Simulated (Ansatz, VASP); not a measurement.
Two plane-wave programs on BaTiO3

```xyz
5
Lattice="4.1949 0.0000 0.0000 0.0000 2.9846 2.9192 0.0000 -2.9846 2.9192" Properties=species:S:1:pos:R:3 pbc="T T T"
Ba    0.0000    0.0000    0.0257
Ti    2.0975    0.0000    2.9985
O     0.0000    0.0000    2.8883
O     2.0975   -1.4704    4.3307
O     2.0975    1.4704    4.3307
```

Change from the starting cell: strain +0.050 along x and y, +0.025 along z, atoms carried along.

Alike in both runs: task single point; functional r2SCAN; k mesh 6 × 6 × 6; occupations gaussian, width 0.05 eV; no spin polarisation; Hubbard terms Ti d U = 4.0 eV.

|  | VASP | Ansatz |
| --- | --- | --- |
| version | VASP 6.6.1 | Ansatz 0.2.0 |
| potentials or method | VASP PAW PBE potentials, release 64 (Ba_sv, Ti_sv, O), cutoff 520 eV | scalar-relativistic, plane waves, PAW |
| valence electrons in the cell | 40 | 40 |

Ansatz gave:

| Item | Value |
| --- | --- |
| gap on the k mesh at the Fermi level (eV) | 2.43 |
| least direct gap on the mesh (eV) | 2.78 |
| pressure (GPa) | -16.4 |
| traceless stress, the component that is largest in VASP (GPa) | 3.07 |
| rms of the force components (eV/Å) | 0.276 |

Estimate VASP's values.

gap on the k mesh at the Fermi level (eV): 2.44; least direct gap on the mesh (eV): 2.81; pressure (GPa): -14.0; traceless stress, the component that is largest in VASP (GPa): 3.15; rms of the force components (eV/Å): 0.122.

VASP's potentials were made for PBE, not for r2SCAN. The programs project onto different local orbitals, so the same U acts differently, and such runs can settle in different states. Atom by atom the forces differ by 0.157 eV/Å (rms over components).

Neither program's run includes spin-orbit coupling.
